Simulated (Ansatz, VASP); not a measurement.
One calculation of Ba3Cd, two programs

```xyz
4
Lattice="5.7239 0.0000 0.0000 0.0000 5.7239 0.0000 0.0000 0.0000 5.7239" Properties=species:S:1:pos:R:3 pbc="T T T"
Ba    0.0000    2.8620    2.8620
Ba    2.8620    0.0000    2.8620
Ba    2.8620    2.8620    0.0000
Cd    0.0000    0.0000    0.0000
```

Alike in both runs: functional PBE; k mesh 4 × 4 × 4; occupations gaussian, width 0.1 eV; no spin polarisation.

Ansatz relaxed the structure, and its values are those at the end. VASP's run is a single point on that final structure, the one shown.

|  | VASP | Ansatz |
| --- | --- | --- |
| version | VASP 6.6.1 | Ansatz 0.2.0 |
| potentials or method | VASP PAW PBE potentials, release 64 (Ba_sv, Cd), cutoff 520 eV | scalar-relativistic, plane waves, PAW |
| valence electrons in the cell | 42 | 50 |

VASP gave:

* gap on the k mesh at the Fermi level (eV): none
* pressure (GPa): 0.4

Q: What did Ansatz give for the same quantities?

A: gap on the k mesh at the Fermi level (eV): none; pressure (GPa): 0.3.

A gap of «none» marks a metal or a gap that the smearing closes. VASP's potentials hold 42 valence electrons a cell and Ansatz's 50, so a difference there can come from the potentials and not from the codes.

Neither program's run includes spin-orbit coupling.
